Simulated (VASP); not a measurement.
MgO: single point with PBEsol

MgO:

```
Mg O
1.0
     0.00000    2.13515    2.13515
     2.13515    0.00000    2.13515
     2.13515    2.13515    0.00000
Mg O
1 1
Direct
  0.10245 0.89755 0.10245
  0.50000 0.50000 0.50000
```

This cell differs from its parent crystal: all Mg atoms moved +0.438 Å, as atom 1 along Cartesian [0 1 0].

* Program: VASP 6.6.1
* Task: single point
* Functional: PBEsol
* Potentials or basis: VASP PAW PBE potentials, release 64 (Mg, O)
* Cutoff: 520 eV
* k mesh: 10 × 10 × 10
* Occupations: gaussian, width 0.05 eV
* Spin: no spin polarisation

```yaml
Pressure: 15.4 GPa
Largest_force: 5.414 eV/Å
Band_gap_on_the_k_mesh: 4.24 eV, direct
```

Forces in eV/Å, atoms in the order of the input:
```
Mg   0.000 -5.414  0.000
O    0.000  5.414  0.000
```

Stress tensor (GPa, compression positive):
```
-8.93  0.00  0.00
 0.00 63.94  0.00
 0.00  0.00 -8.93
```

Levels at points of the mesh, in eV from the valence-band top:
```
           k point  band 2  band 3  band 4  band 5  band 6  band 7
(0.00, 0.00, 0.00)   -0.15    0.00    0.00    4.24   15.88   16.26
(0.50, 0.00, 0.00)   -4.32   -0.52   -0.48    7.66   11.58   15.78
(0.50, 0.50, 0.00)   -3.82   -1.35   -1.16    8.87    9.52   12.74
(0.50, 0.00, 0.50)   -3.58   -1.17   -1.17    8.64    9.07   12.64
```

It took 11 s on 1 thread of Intel(R) Xeon(R) Platinum 8488C (Sapphire Rapids) (shared host), peak memory 0.15 GiB.

Caveat: the cell differs from its parent crystal (all Mg atoms moved +0.438 Å, as atom 1 along Cartesian [0 1 0]); the PAW data sets were made with another functional, which shifts forces and pressure a little.
